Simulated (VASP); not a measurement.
# Mg2ZnO3 (P-3m1) in VASP: relaxation of cell and atoms with r2SCAN

Aim: the relaxation of cell and atoms of Mg2ZnO3 with r2SCAN.

Program: VASP 6.6.1. These are calculated values, not measurements. Logs are shortened: lines on timing, memory, paths and dates and some standing lists are left out, and cuts for length are marked.

## 1. The cell of the first run

It takes space group P-3m1 (No. 164, trigonal). The conventional cell has a = 3.030 Å, b = 3.030 Å, c = 7.395 Å, α = 90.00°, β = 90.00°, γ = 120.00°. Mg (site symmetry 3m) has 6 O at 2.12 to 2.14 Å within 2.8 Å. Zn (site symmetry -3m) has 6 O at 2.17 Å within 2.9 Å. O (site symmetry 3m) has 3 Mg at 2.12 Å and 3 Zn at 2.17 Å within 2.8 Å. Within 2.8 Å of O (site symmetry -3m) lie 6 Mg at 2.14 Å.

## 2. Relaxation of cell and atoms, r2SCAN

POSCAR reads:

```
Mg2ZnO3
1.0
    3.0301639627      0.0000000000      0.0000000000
   -1.5150819813      2.6241989693      0.0000000000
    0.0000000000      0.0000000000      7.3954568039
Mg Zn O
2 1 3
Direct
    0.3333333333      0.6666666667      0.6658136834
    0.6666666667      0.3333333333      0.3341863166
    0.0000000000      0.0000000000      0.0000000000
    0.3333333333      0.6666666667      0.1724731891
    0.6666666667      0.3333333333      0.8275268109
    0.0000000000      0.0000000000      0.5000000000
```

INCAR.step1 reads:

```
PREC = Accurate
ENCUT = 600
ISMEAR = -1
SIGMA = 0.02
LREAL = F
LASPH = T
NELM = 80
GGA = PE
ALGO = Normal
EDIFF = 1E-4
LWAVE = T
LCHARG = F
```

INCAR.step2 reads:

```
PREC = Accurate
ENCUT = 600
EDIFF = 1E-6
ISMEAR = -1
SIGMA = 0.02
LREAL = F
LASPH = T
NELM = 80
ALGO = Normal
ISIF = 3
LWAVE = F
LCHARG = F
METAGGA = R2SCAN
LMIXTAU = T
IBRION = 2
NSW = 80
EDIFFG = -0.005
ISTART = 1
```

KPOINTS reads:

```
Automatic mesh
0
Gamma
  12 12 4
```

Potentials or basis: VASP PAW PBE potentials, release 64 (Mg, Zn, O).

Started as:

```bash
cat potpaw_PBE.64/Mg/POTCAR potpaw_PBE.64/Zn/POTCAR potpaw_PBE.64/O/POTCAR > POTCAR
cp INCAR.step1 INCAR
mpirun -np 1 vasp_std > vasp.out
cp INCAR.step2 INCAR
mpirun -np 1 vasp_std > vasp.out
```

OUTCAR:

```text
PREC = Accurate
   ENCUT = 600
   EDIFF = 1E-6
   ISMEAR = -1
   LREAL = F
   LASPH = T
   NELM = 80
   ISIF = 3
   METAGGA = R2SCAN
   IBRION = 2
   NSW = 80
   EDIFFG = -0.005
   ISTART = 1

 ion  position               nearest neighbor table
   1  0.333  0.667  0.666-   5 2.12   5 2.12   5 2.12   6 2.14   6 2.14   6 2.14   2 3.01   2 3.01
                             2 3.01   3 3.03   3 3.03   3 3.03
   2  0.667  0.333  0.334-   4 2.12   4 2.12   4 2.12   6 2.14   6 2.14   6 2.14   1 3.01   1 3.01
                             1 3.01   3 3.03   3 3.03   3 3.03
   3  0.000  0.000  0.000-   4 2.17   5 2.17   4 2.17   5 2.17   5 2.17   4 2.17   1 3.03   2 3.03
                             1 3.03   2 3.03   1 3.03   2 3.03
   4  0.333  0.667  0.172-   2 2.12   2 2.12   2 2.12   3 2.17   3 2.17   3 2.17
   5  0.667  0.333  0.828-   1 2.12   1 2.12   1 2.12   3 2.17   3 2.17   3 2.17
   6  0.000  0.000  0.500-   1 2.14   2 2.14   1 2.14   2 2.14   2 2.14   1 2.14

  LATTYP: Found a hexagonal cell.
 ALAT       =     3.0301639627
 C/A-ratio  =     2.4406127506

  Lattice vectors:

 A1 = (   3.0301639627,   0.0000000000,   0.0000000000)
 A2 = (  -1.5150819813,   2.6241989693,   0.0000000000)
 A3 = (   0.0000000000,   0.0000000000,   7.3954568039)

Analysis of symmetry for initial positions (statically):
=====================================================================
 Subroutine PRICEL returns:
 Original cell was already a primitive cell.

 Routine SETGRP: Setting up the symmetry group for a
 hexagonal supercell.

 Subroutine GETGRP returns: Found 12 space group operations
 (whereof 12 operations were pure point group operations)
 out of a pool of 24 trial point group operations.

The static configuration has the point symmetry D_3d.

Analysis of symmetry for dynamics (positions and initial velocities):
=====================================================================
 Subroutine PRICEL returns:
 Original cell was already a primitive cell.

 Routine SETGRP: Setting up the symmetry group for a
 hexagonal supercell.

 Subroutine GETGRP returns: Found 12 space group operations
 (whereof 12 operations were pure point group operations)
 out of a pool of 24 trial point group operations.

The dynamic configuration has the point symmetry D_3d.

 Subroutine INISYM returns: Found 12 space group operations
 (whereof 12 operations are pure point group operations),
 and found     1 'primitive' translations

----------------------------------------------------------------------------------------

                                     Primitive cell

  volume of cell :      58.8068

  direct lattice vectors                    reciprocal lattice vectors
     3.030163963  0.000000000  0.000000000     0.330015145  0.190534333  0.000000000
    -1.515081981  2.624198969  0.000000000     0.000000000  0.381068666  0.000000000
     0.000000000  0.000000000  7.395456804     0.000000000  0.000000000  0.135218152

  length of vectors
     3.030163963  3.030163963  7.395456804     0.381068666  0.381068666  0.135218152

  position of ions in fractional coordinates (direct lattice)
     0.333333333  0.666666667  0.665813683
     0.666666667  0.333333333  0.334186317
     0.000000000  0.000000000  0.000000000
     0.333333333  0.666666667  0.172473189
     0.666666667  0.333333333  0.827526811
     0.000000000  0.000000000  0.500000000

  ion indices of the primitive-cell ions
   primitive index   ion index
                 1           1
                 2           2
                 3           3
                 4           4
                 5           5
                 6           6

----------------------------------------------------------------------------------------

 KPOINTS: Automatic mesh

Automatic generation of k-mesh.
 Grid dimensions read from file:
 generate k-points for:   12   12    4

 Generating k-lattice:

  Cartesian coordinates                     Fractional coordinates (reciprocal lattice)
     0.027501262  0.015877861  0.000000000     0.083333333 -0.000000000  0.000000000
     0.000000000  0.031755722  0.000000000     0.000000000  0.083333333  0.000000000
     0.000000000  0.000000000  0.033804538     0.000000000  0.000000000  0.250000000

  Length of vectors
     0.031755722  0.031755722  0.033804538

  Shift w.r.t. Gamma in fractional coordinates (k-lattice)
     0.000000000  0.000000000  0.000000000

 Subroutine IBZKPT returns following result:
 ===========================================

 Found     69 irreducible k-points:

 Following reciprocal coordinates:
            Coordinates               Weight
  0.000000  0.000000  0.000000      1.000000
  0.083333 -0.000000  0.000000      6.000000
  0.166667  0.000000  0.000000      6.000000
  0.250000  0.000000  0.000000      6.000000
  0.333333 -0.000000  0.000000      6.000000
  0.416667  0.000000  0.000000      6.000000
[... 16 lines left out ...]
  0.166667  0.000000  0.250000      6.000000
  0.000000  0.166667  0.250000      6.000000
 [... further k-points ...]
   k-points           NKPTS =     69   k-points in BZ     NKDIM =     69   number of bands    NBANDS=     21
   number of dos      NEDOS =    301   number of ions     NIONS =      6
   total plane-waves  NPLWV =  34560
   dimension x,y,z NGX =    24 NGY =   24 NGZ =   60
   dimension x,y,z NGXF=    48 NGYF=   48 NGZF=  120
   ions per type =               2   1   3
   NGX,Y,Z   is equivalent  to a cutoff of  13.17, 13.17, 13.49 a.u.
   NGXF,Y,Z  is equivalent  to a cutoff of  26.33, 26.33, 26.98 a.u.
 SYSTEM =  unknown system
   PREC   = accura    normal or accurate (medium, high low for compatibility)
   ISTART =      1    job   : 0-new  1-cont  2-samecut
   ICHARG =      0    charge: 1-file 2-atom 10-const
   ISPIN  =      1    spin polarized calculation?
   LNONCOLLINEAR =      F non collinear calculations
   LSORBIT =      F    spin-orbit coupling
   LASPH  =      T    aspherical Exc in radial PAW
   ENCUT  =  600.0 eV  44.10 Ry    6.64 a.u.   6.05  6.05 14.77*2*pi/ulx,y,z
   NELM   =     80;   NELMIN=  2; NELMDL=  0     # of ELM steps
   EDIFF  = 0.1E-05   stopping-criterion for ELM
   LREAL  =      F    real-space projection
   EDIFFG = -.5E-02   stopping-criterion for IOM
   NSW    =     80    number of steps for IOM
   IBRION =      2    ionic relax: 0-MD 1-quasi-New 2-CG
   NFREE  =      1    steps in history (QN), initial steepest desc. (CG)
   ISIF   =      3    stress and relaxation
   ISYM   =      2    0-nonsym 1-usesym 2-fastsym
   POTIM  = 0.5000    time-step for ionic-motion
   TEBEG  =    0.0;   TEEND  =   0.0 temperature during run
   PSTRESS=    0.0 pullay stress
   NELECT =      34.0000    total number of electrons
   NUPDOWN=      -1.0000    fix difference up-down
   EMIN   =  10.00;   EMAX   =-10.00  energy-range for DOS
   EFERMI =   0.00;   METHOD = LEGACY
   ISMEAR =    -1;   SIGMA  =   0.02  broadening in eV -4-tet -1-fermi 0-gaus
   EFERMI_NEDOS =   21; number of points for ismear=-14 and -15
   IALGO  =     38    algorithm
   IMIX   =      4    mixing-type and parameters
     AMIX     =   0.40;   BMIX     =  1.00
     AMIX_MAG =   1.60;   BMIX_MAG =  1.00
  volume/ion in A,a.u.               =       9.80        66.14
  Fermi-wavevector in a.u.,A,eV,Ry     =   1.363825  2.577255 25.307073  1.860017
  Thomas-Fermi vector in A             =   2.490194
   LORBIT       =      0    0 simple, 1 ext, 2 COOP (PROOUT), +10 PAW based schemes
   METAGGA = R2SCAN    functional components
   LHFCALC =     F    Hartree Fock is set to
   AEXX    =    0.0000 exact exchange contribution
   IVDW    =     0    specifies the selected vdW correction
   LEPSILON=     F    determine dielectric tensor
   LRPA    =     F    only Hartree local field effects (RPA)
 conjugate gradient relaxation of ions
 non-spin polarized calculation
  energy-cutoff  :      600.00
  volume of cell :       58.81
 maximum number of plane-waves:      1988
   NGX = 13   NGY = 13   NGZ = 29

--------------------------------------- Ionic step        1  -------------------------------------------

 number of electron      34.0000024 magnetization

 Free energy of the ion-electron system (eV)
  ---------------------------------------------------
  ext. energy  EPLUGINS =         0.00000000
  ---------------------------------------------------
  free energy    TOTEN  =       -50.23963328 eV

  energy without entropy =      -50.23963328  energy(sigma->0) =      -50.23963328

------------------------ aborting loop because EDIFF is reached ----------------------------------------

  FORCE on cell =-STRESS in cart. coord.  units (eV):
  Direction    XX          YY          ZZ          XY          YZ          ZX
  --------------------------------------------------------------------------------------
  -------------------------------------------------------------------------------------
  Total       -2.5048838     -2.5048838     -2.4213475     -0.0000000      0.0000000      0.0000000
  in kB      -68.2449115    -68.2449115    -65.9689875     -0.0000000      0.0000000      0.0000000
  external PRESSURE =     -67.4862702 kB  Pullay stress =       0.0000000 kB
[... 265 lines left out ...]
  energy  without entropy=      -50.2937903830  energy(sigma->0) =      -50.29379038

--------------------------------------- Ionic step        8  -------------------------------------------

 number of electron      33.9999988 magnetization

 Free energy of the ion-electron system (eV)
  ---------------------------------------------------
  ext. energy  EPLUGINS =         0.00000000
  ---------------------------------------------------
  free energy    TOTEN  =       -50.29379029 eV

  energy without entropy =      -50.29379029  energy(sigma->0) =      -50.29379029

 E-fermi :   3.2345     XC(G=0): -12.1568

 val. band max:        2.7948955583   @ k =   0.0000   0.0000   0.5000
 cond. band min:       6.6958672204   @ k =   0.0000   0.0000   0.0000
 fundamental gap:      3.9009716621
 Fermi energy:         3.2345381815

 k-point     1 :       0.0000    0.0000    0.0000
  band No.  band energies     occupation
      1     -16.0178      2.00000
      2     -15.1731      2.00000
      3     -14.9392      2.00000
      4      -2.8936      2.00000
      5      -2.0473      2.00000
      6      -2.0472      2.00000
[... 550 lines left out ...]
      5      -2.2936      2.00000
      6      -1.9682      2.00000
[... 13 lines left out ...]
     20      11.7872      0.00000
     21      15.2471      0.00000

 [... further k-points ...]

------------------------ aborting loop because EDIFF is reached ----------------------------------------

  FORCE on cell =-STRESS in cart. coord.  units (eV):
  Direction    XX          YY          ZZ          XY          YZ          ZX
  --------------------------------------------------------------------------------------
  -------------------------------------------------------------------------------------
  Total       -0.0045860     -0.0045860     -0.0016734     -0.0000000     -0.0000000     -0.0000000
  in kB       -0.1302822     -0.1302822     -0.0475406     -0.0000000     -0.0000000     -0.0000000
  external PRESSURE =      -0.1027017 kB  Pullay stress =       0.0000000 kB
[... 21 lines left out ...]
  FREE ENERGIE OF THE ION-ELECTRON SYSTEM (eV)
  ---------------------------------------------------
  free  energy   TOTEN  =       -50.2937902913 eV

  energy  without entropy=      -50.2937902913  energy(sigma->0) =      -50.29379029

 reached required accuracy - stopping structural energy minimisation
```

Run time: 34 min. Hardware: 1 thread of Intel Xeon 8259CL, shared host; peak memory 0.29 GiB.

What came out:

```
Free energy                           : -50.2938 eV
Relaxed volume                        : 9.40 Å³/atom
Relaxed cell                          : a = 2.987 Å, b = 2.987 Å, c = 7.298 Å, α = 90.00°, β = 90.00°, γ = 120.00°
Space group after relaxing (to 0.1 Å) : P-3m1 (No. 164)
Energy gained by relaxing             : 9.0 meV/atom
Ionic steps                           : 8
Pressure after relaxing               : 0.0 GPa
Band gap on the k mesh                : 3.90 eV (least direct gap 3.99 eV)
```

Step by step:
```tsv
step	energy change (eV)	largest force (eV/Å)	pressure (GPa)	volume (Å³)
1	0.0000	0.0284	-6.75	58.81
2	-0.0437	0.0788	3.44	55.36
3	-0.0541	0.0434	0.11	56.36
4	-0.0541	0.0415	-0.04	56.41
5	-0.0541	0.0154	-0.01	56.41
6	-0.0541	0.0177	-0.02	56.40
7	-0.0542	0.0054	-0.01	56.40
8	-0.0542	0.0015	-0.01	56.40
```

Final structure:
```
Mg Zn O
1.0
     2.98712    0.00000    0.00000
    -1.49356    2.58693    0.00000
     0.00000    0.00000    7.29824
Mg Zn O
2 1 3
Direct
  0.33333 0.66667 0.66551
  0.66667 0.33333 0.33449
  0.00000 0.00000 0.00000
  0.33333 0.66667 0.17276
  0.66667 0.33333 0.82724
  0.00000 0.00000 0.50000
```

Levels at points of the mesh, in eV from the valence-band top:
```
           k point  band 14  band 15  band 16  band 17  band 18  band 19  band 20  band 21
(0.00, 0.00, 0.00)    -0.53    -0.53    -0.09    -0.09     3.90     7.39     7.75    12.53
(0.50, 0.00, 0.00)    -1.81    -1.31    -0.72    -0.37     7.59     8.44     9.75    10.63
(0.00, 0.00, 0.50)    -0.82    -0.82     0.00     0.00     4.91     6.36     7.92    12.93
(0.50, 0.00, 0.50)    -1.91    -1.49    -0.30    -0.26     7.69     7.81    10.15    11.57
```

Caveat: the PAW data sets were made with another functional, which shifts forces and pressure a little. A k mesh can miss the band edges.
